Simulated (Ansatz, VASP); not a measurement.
P: VASP beside Ansatz

The input INCAR:

```
SYSTEM = P
  PREC = Accurate
  ENCUT = 520
  EDIFF = 1E-6
  ISMEAR = 0
  SIGMA = 0.1
  LREAL = .False.
  LASPH = .True.
  NELM = 100
  ALGO = Normal
  ISIF = 2
  LWAVE = .False.
  LCHARG = .True.
  GGA = PE
  LELF = .True.
  LVHAR = .True.
  NBANDS = 8
```

KPOINTS

```
regular mesh
0
Gamma
  8 8 6
  0 0 0
```

The input POSCAR:

```
P
1.0
    2.4648732800      0.0000000000      0.0000000000
    0.0000000000      2.4648732800      0.0000000000
    0.0000000000      0.0000000000      3.5525111500
P
1
Direct
    0.5000000000      0.5000000000      0.0000000000
```

Input for Ansatz:

```yaml
crystal:
  lattice:
    - [2.46487328, 0.0, 0.0]
    - [0.0, 2.46487328, 0.0]
    - [0.0, 0.0, 3.55251115]
  atoms:
    - { symbol: P, position: [0.5, 0.5, 0.0] }
basis:
  ecutwfc: 420
kpoints:
  mp_grid: { grid: [8, 8, 6] }
hamiltonian:
  xc: pbe
scf:
  occupations: { method: gaussian, width: 0.1 }
  lower_state_search: "off"
output:
  forces: true
  stress: true
  eigenvalues: true
```

Alike in both runs: task single point; functional PBE; k mesh 8 × 8 × 6; occupations gaussian, width 0.1 eV; no spin polarisation.

|  | VASP | Ansatz |
| --- | --- | --- |
| version | VASP 6.6.1 | Ansatz 0.2.0 |
| potentials or method | VASP PAW PBE potentials, release 64 (P), cutoff 520 eV | scalar-relativistic, plane waves, PAW |
| valence electrons in the cell | 5 | 5 |

VASP gave:

| Quantity | Value |
| --- | --- |
| gap on the k mesh at the Fermi level (eV) | none |
| pressure (GPa) | -8.5 |
| traceless stress, the component that is largest in VASP (GPa) | 0.58 |

Task: What did Ansatz give for the same quantities?

Result: gap on the k mesh at the Fermi level (eV): none; pressure (GPa): -8.4; traceless stress, the component that is largest in VASP (GPa): 0.50.

A gap of «none» marks a metal or a gap that the smearing closes.
